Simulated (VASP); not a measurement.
# Ti3CN3 in VASP: notebook

Ti3CN3 is run at these levels: PBE; tasks: single point.

Program: VASP 6.6.1. These are calculated values, not measurements. Logs are shortened: lines on timing, memory, paths and dates and some standing lists are left out, and cuts for length are marked.

### Step 1. The cell of the first run

The cell holds a slab with vacuum, 7 atoms: a = 3.003 Å, b = 3.003 Å, c = 21.554 Å, α = 90.00°, β = 90.00°, γ = 120.00°.

### Step 2. Single point, PBE

INCAR reads:

```
SYSTEM = Ti3CN3
ALGO     = Normal         ! electronic algorithm
DIPOL    = 0.5 0.5 0.356
EDIFF    = 1E-6           ! SCF threshold, eV
ENCUT    = 520            ! plane-wave cutoff, eV
GGA      = PE             ! functional
IDIPOL   = 3            
ISIF     = 2              ! what is computed and relaxed
ISMEAR   = 0              ! smearing method
LASPH    = .TRUE.         ! aspherical terms in the spheres
LCHARG   = .FALSE.        ! write CHGCAR
LDIPOL   = .TRUE.       
LREAL    = .FALSE.        ! projectors in reciprocal space
LWAVE    = .FALSE.        ! write WAVECAR
NBANDS   = 36             ! bands
NELM     = 80             ! most SCF steps
PREC     = Accurate       ! precision mode
SIGMA    = 0.1            ! smearing width, eV
```

KPOINTS reads:

```
k-points
0
G
  9 9 1
  0 0 0
```

POSCAR reads:

```
Ti3CN3
1.0
    3.0028555065      0.0000000000      0.0000000000
   -1.5014277533      2.6005491526      0.0000000000
    0.0000000000      0.0000000000     21.5541471875
N Ti C
3 3 1
Direct
    0.3333333333      0.6666666667      0.1855791354
    0.0000000000      0.0000000000      0.2993308526
    0.6666666667      0.3333333333      0.4147299349
    0.6666666667      0.3333333333      0.2424549940
    0.3333333333      0.6666666667      0.3575097833
    0.0000000000      0.0000000000      0.4664599856
    0.1666666667      0.6666666667      0.5289003252
```

Potentials or basis: VASP PAW PBE potentials, release 64 (N, Ti_sv, C).

Started as:

```console
> cat potpaw_PBE.64/N/POTCAR potpaw_PBE.64/Ti_sv/POTCAR potpaw_PBE.64/C/POTCAR > POTCAR
> mpirun -np 1 vasp_std > vasp.out
```

OUTCAR:

```text
SYSTEM = Ti3CN3
   EDIFF = 1E-6
   ENCUT = 520
   GGA = PE
   ISIF = 2
   ISMEAR = 0
   LASPH = .TRUE.
   LREAL = .FALSE.
   NELM = 80
   PREC = Accurate

 ion  position               nearest neighbor table
   1  0.333  0.667  0.186-   4 2.12   4 2.12   4 2.12
   2  0.000  0.000  0.299-   4 2.12   4 2.12   4 2.12   5 2.14   5 2.14   5 2.14
   3  0.667  0.333  0.415-   6 2.06   6 2.06   6 2.06   5 2.13   5 2.13   5 2.13
   4  0.667  0.333  0.242-   1 2.12   2 2.12   1 2.12   2 2.12   2 2.12   1 2.12
   5  0.333  0.667  0.358-   3 2.13   3 2.13   3 2.13   2 2.14   2 2.14   2 2.14   6 2.92   6 2.92
                             6 2.92
   6  0.000  0.000  0.466-   7 1.89   3 2.06   3 2.06   3 2.06   7 2.25   5 2.92   5 2.92   5 2.92

   7  0.167  0.667  0.529-   6 1.89   6 2.25

  LATTYP: Found a hexagonal cell.
 ALAT       =     3.0028555065
 C/A-ratio  =     7.1778835648

  Lattice vectors:

 A1 = (   3.0028555065,   0.0000000000,   0.0000000000)
 A2 = (  -1.5014277533,   2.6005491526,   0.0000000000)
 A3 = (   0.0000000000,   0.0000000000,  21.5541471875)

Analysis of symmetry for initial positions (statically):
=====================================================================
 Subroutine PRICEL returns:
 Original cell was already a primitive cell.

 Routine SETGRP: Setting up the symmetry group for a
 hexagonal supercell.

 Subroutine GETGRP returns: Found  1 space group operations
 (whereof  1 operations were pure point group operations)
 out of a pool of 24 trial point group operations.

The static configuration has the point symmetry C_1 .

Analysis of symmetry for dynamics (positions and initial velocities):
=====================================================================
 Subroutine PRICEL returns:
 Original cell was already a primitive cell.

 Routine SETGRP: Setting up the symmetry group for a
 hexagonal supercell.

 Subroutine GETGRP returns: Found  1 space group operations
 (whereof  1 operations were pure point group operations)
 out of a pool of 24 trial point group operations.

The dynamic configuration has the point symmetry C_1 .

 Subroutine INISYM returns: Found  1 space group operations
 (whereof  1 operations are pure point group operations),
 and found     1 'primitive' translations

----------------------------------------------------------------------------------------

                                     Primitive cell

  volume of cell :     168.3179

  direct lattice vectors                    reciprocal lattice vectors
     3.002855506  0.000000000  0.000000000     0.333016357  0.192267083  0.000000000
    -1.501427753  2.600549153  0.000000000     0.000000000  0.384534166  0.000000000
     0.000000000  0.000000000 21.554147187     0.000000000  0.000000000  0.046394784

  length of vectors
     3.002855506  3.002855507 21.554147187     0.384534166  0.384534166  0.046394784

  position of ions in fractional coordinates (direct lattice)
     0.333333333  0.666666667  0.185579135
     0.000000000  0.000000000  0.299330853
     0.666666667  0.333333333  0.414729935
     0.666666667  0.333333333  0.242454994
     0.333333333  0.666666667  0.357509783
     0.000000000  0.000000000  0.466459986
     0.166666667  0.666666667  0.528900325

  ion indices of the primitive-cell ions
   primitive index   ion index
                 1           1
                 2           2
                 3           3
                 4           4
                 5           5
                 6           6
                 7           7

----------------------------------------------------------------------------------------

 KPOINTS: k-points

Automatic generation of k-mesh.
 Grid dimensions read from file:
 generate k-points for:    9    9    1

 Generating k-lattice:

  Cartesian coordinates                     Fractional coordinates (reciprocal lattice)
     0.037001817  0.021363009  0.000000000     0.111111111  0.000000000  0.000000000
     0.000000000  0.042726018  0.000000000     0.000000000  0.111111111  0.000000000
     0.000000000  0.000000000  0.046394784     0.000000000  0.000000000  1.000000000

  Length of vectors
     0.042726018  0.042726018  0.046394784

  Shift w.r.t. Gamma in fractional coordinates (k-lattice)
     0.000000000  0.000000000  0.000000000

 Subroutine IBZKPT returns following result:
 ===========================================

 Found     41 irreducible k-points:

 Following reciprocal coordinates:
            Coordinates               Weight
  0.000000  0.000000  0.000000      1.000000
  0.111111  0.000000  0.000000      2.000000
  0.000000  0.111111  0.000000      2.000000
 -0.111111  0.111111  0.000000      2.000000
  0.222222  0.000000  0.000000      2.000000
  0.000000  0.222222  0.000000      2.000000
[... 16 lines left out ...]
  0.333333  0.111111  0.000000      2.000000
 -0.111111  0.444444  0.000000      2.000000
 [... further k-points ...]
   k-points           NKPTS =     41   k-points in BZ     NKDIM =     41   number of bands    NBANDS=     36
   number of dos      NEDOS =    301   number of ions     NIONS =      7
   total plane-waves  NPLWV =  92160
   dimension x,y,z NGX =    24 NGY =   24 NGZ =  160
   dimension x,y,z NGXF=    48 NGYF=   48 NGZF=  320
   ions per type =               3   3   1
   NGX,Y,Z   is equivalent  to a cutoff of  13.29, 13.29, 12.34 a.u.
   NGXF,Y,Z  is equivalent  to a cutoff of  26.57, 26.57, 24.68 a.u.
 SYSTEM =  Ti3CN3
   PREC   = accura    normal or accurate (medium, high low for compatibility)
   ISTART =      0    job   : 0-new  1-cont  2-samecut
   ICHARG =      2    charge: 1-file 2-atom 10-const
   ISPIN  =      1    spin polarized calculation?
   LNONCOLLINEAR =      F non collinear calculations
   LSORBIT =      F    spin-orbit coupling
   LASPH  =      T    aspherical Exc in radial PAW
   ENCUT  =  520.0 eV  38.22 Ry    6.18 a.u.   5.58  5.58 40.08*2*pi/ulx,y,z
   NELM   =     80;   NELMIN=  2; NELMDL= -5     # of ELM steps
   EDIFF  = 0.1E-05   stopping-criterion for ELM
   LREAL  =      F    real-space projection
   EDIFFG = 0.1E-04   stopping-criterion for IOM
   NSW    =      0    number of steps for IOM
   IBRION =     -1    ionic relax: 0-MD 1-quasi-New 2-CG
   NFREE  =      0    steps in history (QN), initial steepest desc. (CG)
   ISIF   =      2    stress and relaxation
   ISYM   =      2    0-nonsym 1-usesym 2-fastsym
   POTIM  = 0.5000    time-step for ionic-motion
   TEBEG  =    0.0;   TEEND  =   0.0 temperature during run
   PSTRESS=    0.0 pullay stress
   NELECT =      55.0000    total number of electrons
   NUPDOWN=      -1.0000    fix difference up-down
   EMIN   =  10.00;   EMAX   =-10.00  energy-range for DOS
   EFERMI =   0.00;   METHOD = LEGACY
   ISMEAR =     0;   SIGMA  =   0.10  broadening in eV -4-tet -1-fermi 0-gaus
   EFERMI_NEDOS =   21; number of points for ismear=-14 and -15
   IALGO  =     38    algorithm
   IMIX   =      4    mixing-type and parameters
     AMIX     =   0.40;   BMIX     =  1.00
     AMIX_MAG =   1.60;   BMIX_MAG =  1.00
  volume/ion in A,a.u.               =      24.05       162.27
  Fermi-wavevector in a.u.,A,eV,Ry     =   1.127593  2.130841 17.299337  1.271465
  Thomas-Fermi vector in A             =   2.264279
   LORBIT       =      0    0 simple, 1 ext, 2 COOP (PROOUT), +10 PAW based schemes
   GGA     = PE    functional components
   LHFCALC =     F    Hartree Fock is set to
   AEXX    =    0.0000 exact exchange contribution
   IVDW    =     0    specifies the selected vdW correction
   LEPSILON=     F    determine dielectric tensor
   LRPA    =     F    only Hartree local field effects (RPA)
 non-spin polarized calculation
 Gauss-broadening in eV      SIGMA  =   0.10
  energy-cutoff  :      520.00
  volume of cell :      168.32
 maximum number of plane-waves:      4581
   NGX = 11   NGY = 11   NGZ = 81

 dipolmoment           0.000000      0.000000      0.045387 electrons x Angstroem

 number of electron      55.0000014 magnetization

 dipolmoment           0.000000      0.000000     -0.062580 electrons x Angstroem

 Free energy of the ion-electron system (eV)
  ---------------------------------------------------
  ext. energy  EPLUGINS =         0.00000000
  ---------------------------------------------------
  free energy    TOTEN  =       -60.67334814 eV

  energy without entropy =      -60.65178439  energy(sigma->0) =      -60.66256626

 E-fermi :  -0.6900     XC(G=0):  -5.8429

 val. band max:       -0.6920203909   @ k =   0.0000   0.4444   0.0000
 cond. band min:      -0.6443889551   @ k =  -0.1111  -0.4444   0.0000
 fundamental gap:      0.0476314358
 Fermi energy:        -0.6900052257

 k-point     1 :       0.0000    0.0000    0.0000
  band No.  band energies     occupation
      1     -58.4779      2.00000
      2     -57.3346      2.00000
      3     -57.2651      2.00000
      4     -34.8739      2.00000
      5     -34.5389      2.00000
      6     -34.5141      2.00000
[... 28 lines left out ...]
     35       1.5710      0.00000
     36       1.6761      0.00000

 k-point     2 :       0.1111    0.0000    0.0000
  band No.  band energies     occupation
      1     -58.4705      2.00000
      2     -57.3275      2.00000
      3     -57.2577      2.00000
      4     -34.8589      2.00000
      5     -34.5959      2.00000
      6     -34.5275      2.00000
[... 28 lines left out ...]
     35       1.7593      0.00000
     36       1.9749      0.00000
[... 817 lines left out ...]
     35       2.5316      0.00000
     36       2.7501      0.00000

 k-point    24 :      -0.1111    0.4444    0.0000
  band No.  band energies     occupation
      1     -58.4197      2.00000
      2     -57.2786      2.00000
      3     -57.2054      2.00000
      4     -34.9284      2.00000
      5     -34.7529      2.00000
      6     -34.6625      2.00000
[... 28 lines left out ...]
     35       2.5235      0.00000
     36       2.8046      0.00000

 [... further k-points ...]

------------------------ aborting loop because EDIFF is reached ----------------------------------------

 vacuum level on the upper side and lower side of the slab       (xc-potential included)        -0.867         0.516

  FORCE on cell =-STRESS in cart. coord.  units (eV):
  Direction    XX          YY          ZZ          XY          YZ          ZX
  --------------------------------------------------------------------------------------
  -------------------------------------------------------------------------------------
  Total       -0.5908727      0.0083182     -1.7048789     -1.2601007     -1.3812479      2.5010073
  in kB       -5.6243735      0.0791793    -16.2283278    -11.9945922    -13.1477629     23.8064808
  external PRESSURE =      -7.2578407 kB  Pullay stress =       0.0000000 kB

 VOLUME and BASIS-vectors are now :
 -----------------------------------------------------------------------------
  energy-cutoff  :      520.00
  volume of cell :      168.32
      direct lattice vectors                 reciprocal lattice vectors
     3.002855506  0.000000000  0.000000000     0.333016357  0.192267083  0.000000000
    -1.501427753  2.600549153  0.000000000     0.000000000  0.384534166  0.000000000
     0.000000000  0.000000000 21.554147187     0.000000000  0.000000000  0.046394784

 POSITION                                       TOTAL-FORCE (eV/Angst)
 -----------------------------------------------------------------------------------
     -0.00000      1.73370      4.00000         0.001973     -0.029368      4.340232
      0.00000      0.00000      6.45182        -0.028972     -0.069694      1.421515
      1.50143      0.86685      8.93915        -0.757842     -0.063405     -1.725790
      1.50143      0.86685      5.22591        -0.015646      0.020511     -5.584010
     -0.00000      1.73370      7.70582         0.080512      0.143483     -0.350947
      0.00000      0.00000     10.05415        -0.526368      1.072129      1.869006
     -0.50048      1.73370     11.40000         1.246344     -1.073656      0.029994
 -----------------------------------------------------------------------------------
    total drift:                                0.000044     -0.000034     -0.000264

  FREE ENERGIE OF THE ION-ELECTRON SYSTEM (eV)
  ---------------------------------------------------
  free  energy   TOTEN  =       -60.6733481369 eV

  energy  without entropy=      -60.6517843875  energy(sigma->0) =      -60.66256626

 vacuum level on the upper side and lower side of the slab         5.847         7.258
```

Wall time 10 min (1 thread of Intel Xeon Platinum 8259CL at 2.50GHz (Skylake/Cascade Lake), shared host); peak memory 0.42 GiB.

Results:

* Free energy: -60.6733 eV
* Largest force: 5.584 eV/Å

Forces on the atoms (eV/Å):
```
N    0.002 -0.029  4.340
N   -0.029 -0.070  1.422
N   -0.758 -0.063 -1.726
Ti  -0.016  0.021 -5.584
Ti   0.081  0.143 -0.351
Ti  -0.526  1.072  1.869
C    1.246 -1.074  0.030
```

### Step 3. Single point, PBE

INCAR reads:

```
SYSTEM = Ti3CN3
PREC     = Accurate       ! precision mode
ENCUT    = 520            ! plane-wave cutoff, eV
EDIFF    = 1E-6           ! SCF threshold, eV
ISMEAR   = 0              ! smearing method
SIGMA    = 0.1            ! smearing width, eV
LREAL    = .False.        ! projectors in reciprocal space
LASPH    = .True.         ! aspherical terms in the spheres
NELM     = 100            ! most SCF steps
ALGO     = Normal         ! electronic algorithm
ISIF     = 2              ! what is computed and relaxed
LWAVE    = .False.        ! write WAVECAR
LCHARG   = .True.         ! write CHGCAR
LDIPOL   = .True.       
IDIPOL   = 3            
DIPOL    = 0.5 0.5 0.356
GGA      = PE             ! functional
LELF     = .True.         ! ELF
LVHAR    = .True.       
LVACPOTAV= .True.       
NBANDS   = 36             ! bands
```

KPOINTS reads:

```
Automatic mesh
0
Gamma
  9 9 1
  0 0 0
```

Changes to POSCAR since step 2:

```diff
@@ -14,2 +14,2 @@
     0.0000000000      0.0000000000      0.4664599856
-    0.1666666667      0.6666666667      0.5289003252
+    0.5000000000      0.3333333333      0.5279362605
```

Potentials or basis: VASP PAW PBE potentials, release 64 (N, Ti_sv, C).

Started as:

```console
> cat potpaw_PBE.64/N/POTCAR potpaw_PBE.64/Ti_sv/POTCAR potpaw_PBE.64/C/POTCAR > POTCAR
> mpirun -np 1 vasp_std > vasp.out
```

OUTCAR:

```text
SYSTEM = Ti3CN3
   PREC = Accurate
   ENCUT = 520
   EDIFF = 1E-6
   ISMEAR = 0
   LREAL = .False.
   LASPH = .True.
   NELM = 100
   ISIF = 2
   GGA = PE

 ion  position               nearest neighbor table
   1  0.333  0.667  0.186-   4 2.12   4 2.12   4 2.12
   2  0.000  0.000  0.299-   4 2.12   4 2.12   4 2.12   5 2.14   5 2.14   5 2.14
   3  0.667  0.333  0.415-   6 2.06   6 2.06   6 2.06   5 2.13   5 2.13   5 2.13
   4  0.667  0.333  0.242-   1 2.12   2 2.12   1 2.12   2 2.12   2 2.12   1 2.12
   5  0.333  0.667  0.358-   3 2.13   3 2.13   3 2.13   2 2.14   2 2.14   2 2.14   6 2.92   6 2.92
                             6 2.92
   6  0.000  0.000  0.466-   7 1.87   3 2.06   3 2.06   3 2.06   7 2.24   5 2.92   5 2.92   5 2.92

   7  0.500  0.333  0.528-   6 1.87   6 2.24

  LATTYP: Found a hexagonal cell.
[... 1150 lines left out ...]
  external PRESSURE =      -2.8986615 kB  Pullay stress =       0.0000000 kB

 VOLUME and BASIS-vectors are now :
 -----------------------------------------------------------------------------
  energy-cutoff  :      520.00
  volume of cell :      168.32
      direct lattice vectors                 reciprocal lattice vectors
     3.002855506  0.000000000  0.000000000     0.333016357  0.192267083  0.000000000
    -1.501427753  2.600549153  0.000000000     0.000000000  0.384534166  0.000000000
     0.000000000  0.000000000 21.554147187     0.000000000  0.000000000  0.046394784

 POSITION                                       TOTAL-FORCE (eV/Angst)
 -----------------------------------------------------------------------------------
     -0.00000      1.73370      4.00000         0.036674     -0.012222      4.299133
      0.00000      0.00000      6.45182         0.091172     -0.015318      1.298483
      1.50143      0.86685      8.93915         0.553606     -0.117297     -2.117362
      1.50143      0.86685      5.22591        -0.012616     -0.001448     -5.544767
     -0.00000      1.73370      7.70582        -0.195610      0.007338     -0.059711
      0.00000      0.00000     10.05415        -1.392385     -1.298576      2.107805
      1.00095      0.86685     11.37922         0.919157      1.437524      0.016418
 -----------------------------------------------------------------------------------
    total drift:                                0.000006      0.000017     -0.000629

  FREE ENERGIE OF THE ION-ELECTRON SYSTEM (eV)
  ---------------------------------------------------
  free  energy   TOTEN  =       -60.4578807414 eV

  energy  without entropy=      -60.4246245925  energy(sigma->0) =      -60.44125267

 vacuum level on the upper side and lower side of the slab         5.793         7.459
```

OSZICAR:

```text
N       E                     dE             d eps       ncg     rms          rms(c)
DAV:   1     0.734147893294E+03    0.73415E+03   -0.28617E+04  3200   0.155E+03
DAV:   2     0.458685330217E+02   -0.68828E+03   -0.66968E+03  3284   0.486E+02
DAV:   3    -0.651968923956E+02   -0.11107E+03   -0.10909E+03  4688   0.175E+02
[... 24 lines left out ...]
DAV:  28    -0.604578665918E+02   -0.14421E-04   -0.19481E-06  2480   0.715E-03    0.367E-03
DAV:  29    -0.604578742453E+02   -0.76535E-05   -0.35581E-06  2496   0.755E-03    0.526E-03
DAV:  30    -0.604578789287E+02   -0.46834E-05   -0.12987E-06  2020   0.439E-03    0.255E-03
DAV:  31    -0.604578804023E+02   -0.14736E-05   -0.31369E-07  1824   0.303E-03    0.167E-03
DAV:  32    -0.604578807414E+02   -0.33911E-06   -0.18445E-07  1752   0.201E-03
   1 F= -.60457881E+02 E0= -.60441253E+02  d E =-.332561E-01
```

stdout:

```text
POSCAR found type information on POSCAR N TiC
 POSCAR found :  3 types and       7 ions
 scaLAPACK will be used
 LDA part: xc-table for (Slater+PW92), standard interpolation
 POSCAR, INCAR and KPOINTS ok, starting setup
 FFT: planning ... GRIDC
 FFT: planning ... GRID_SOFT
 FFT: planning ... GRID
 WAVECAR not read
 entering main loop
 -----------------------------------------------------------------------------
|                                                                             |
|           W    W    AA    RRRRR   N    N  II  N    N   GGGG   !!!           |
|           W    W   A  A   R    R  NN   N  II  NN   N  G    G  !!!           |
|           W    W  A    A  R    R  N N  N  II  N N  N  G       !!!           |
|           W WW W  AAAAAA  RRRRR   N  N N  II  N  N N  G  GGG   !            |
|           WW  WW  A    A  R   R   N   NN  II  N   NN  G    G                |
|           W    W  A    A  R    R  N    N  II  N    N   GGGG   !!!           |
|                                                                             |
|     Did not find any points to average over, which means that no vacuum     |
|     field-free region was found. Please increase the size of  your cell     |
|     in the dimension of the dipole correction to obtain accurate            |
|     workfunction values.                                                    |
|                                                                             |
 -----------------------------------------------------------------------------
```

It took 10 min on 1 thread of Intel Xeon Platinum 8259CL at 2.50GHz (Skylake/Cascade Lake), shared host; peak memory 0.43 GiB.

Results:

| Quantity | Value |
| --- | --- |
| Free energy | -60.4579 eV |
| Largest force | 5.545 eV/Å |

Forces on the atoms (eV/Å):
```
N    0.037 -0.012  4.299
N    0.091 -0.015  1.298
N    0.554 -0.117 -2.117
Ti  -0.013 -0.001 -5.545
Ti  -0.196  0.007 -0.060
Ti  -1.392 -1.299  2.108
C    0.919  1.438  0.016
```
